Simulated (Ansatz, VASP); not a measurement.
**Two plane-wave programs on HfO2**

POSCAR

```
HfO2
1.0
    5.0891111013      0.0000000000      0.0000000000
    0.0000000000      4.8794578562      0.0000000000
    0.0000000000      0.0000000000      4.9075200446
Hf O
4 8
Direct
    0.0335871387      0.2701550573      0.2507289222
    0.4664128613      0.2701550573      0.7507289222
    0.5335871387      0.7298449427      0.2507289222
    0.9664128613      0.7298449427      0.7507289222
    0.3841123750      0.0893305097      0.3608127864
    0.1158876250      0.0893305097      0.8608127864
    0.7449217414      0.4497542140      0.5014582914
    0.7550782586      0.4497542140      1.0014582914
    0.2550782586      0.5502457860      1.0014582914
    0.2449217414      0.5502457860      0.5014582914
    0.8841123750      0.9106694903      0.3608127864
    0.6158876250      0.9106694903      0.8608127864
```

Contents of INCAR.step1:

```
SYSTEM = HfO2
PREC = Accurate ; ENCUT = 520
ISMEAR = 0 ; SIGMA = 0.01
LREAL = .False. ; LASPH = .True.
NELM = 80 ; NBANDS = 56
GGA = PE ; ALGO = Normal
EDIFF = 1E-4 ; LWAVE = .True.
LCHARG = .False.
```

The input INCAR.step2:

```
SYSTEM = HfO2
PREC = Accurate ; ENCUT = 520
EDIFF = 1E-7 ; ISMEAR = 0
SIGMA = 0.01 ; LREAL = .False.
LASPH = .True. ; NELM = 80
ALGO = Normal ; ISIF = 2
LWAVE = .False. ; LCHARG = .False.
METAGGA = R2SCAN ; LMIXTAU = .True.
NBANDS = 56 ; ISTART = 1
```

File KPOINTS:

```
Automatic mesh
0
Gamma
  6 6 6
  0 0 0
```

Input for Ansatz:

```yaml
crystal:
  lattice:
    - [5.0891111013, 0.0, 0.0]
    - [0.0, 4.8794578562, 0.0]
    - [0.0, 0.0, 4.9075200446]
  atoms:
    - { symbol: Hf, position: [0.0335871387, 0.2701550573, 0.2507289222] }
    - { symbol: Hf, position: [0.4664128613, 0.2701550573, 0.7507289222] }
    - { symbol: Hf, position: [0.5335871387, 0.7298449427, 0.2507289222] }
    - { symbol: Hf, position: [0.9664128613, 0.7298449427, 0.7507289222] }
    - { symbol: O, position: [0.384112375, 0.0893305097, 0.3608127864] }
    - { symbol: O, position: [0.115887625, 0.0893305097, 0.8608127864] }
    - { symbol: O, position: [0.7449217414, 0.449754214, 0.5014582914] }
    - { symbol: O, position: [0.7550782586, 0.449754214, 1.0014582914] }
    - { symbol: O, position: [0.2550782586, 0.550245786, 1.0014582914] }
    - { symbol: O, position: [0.2449217414, 0.550245786, 0.5014582914] }
    - { symbol: O, position: [0.884112375, 0.9106694903, 0.3608127864] }
    - { symbol: O, position: [0.615887625, 0.9106694903, 0.8608127864] }
kpoints:
  mp_grid: { grid: [6, 6, 6] }
  band_path:
    path:
      - [0.0, 0.0, 0.0]
      - [0.5, 0.0, 0.0]
      - [0.5, 0.5, 0.0]
      - [0.0, 0.5, 0.0]
      - [0.0, 0.0, 0.5]
      - [0.5, 0.0, 0.5]
      - [0.5, 0.5, 0.5]
      - [0.0, 0.5, 0.5]
      - [0.1, 0.5, 0.0]
    npoints: 1
hamiltonian:
  xc: r2scan
scf:
  occupations: { method: fixed }
  n_extra_bands: 7
output:
  forces: true
  stress: true
  eigenvalues: true
```

Change from the starting cell: hydrostatic strain -3.0%.

Alike in both runs: task single point; functional r2SCAN; k mesh 6 × 6 × 6; no spin polarisation.

```csv
,VASP,Ansatz
version,VASP 6.6.1,Ansatz 0.2.0
potentials or method,"VASP PAW PBE potentials, release 64 (Hf_pv, O)","plane waves, PAW"
plane-wave cutoff (eV),520,500
occupations,"gaussian, width 0.01 eV",fixed
valence electrons in the cell,88,152
```

Ansatz gave:

```
gap on the k mesh at the Fermi level (eV)                     : 5.24
pressure (GPa)                                                : 24.3
traceless stress, the component that is largest in VASP (GPa) : -2.37
rms of the force components (eV/Å)                            : 0.000
```

Q: Estimate VASP's values.

A: gap on the k mesh at the Fermi level (eV): 5.23; pressure (GPa): 20.2; traceless stress, the component that is largest in VASP (GPa): -2.17; rms of the force components (eV/Å): 0.038.

VASP's potentials were made for PBE, not for r2SCAN. Atom by atom the forces differ by 0.038 eV/Å (rms over components). VASP's potentials hold 88 valence electrons a cell and Ansatz's 152, so a difference there can come from the potentials and not from the codes.

Neither program's run includes spin-orbit coupling.
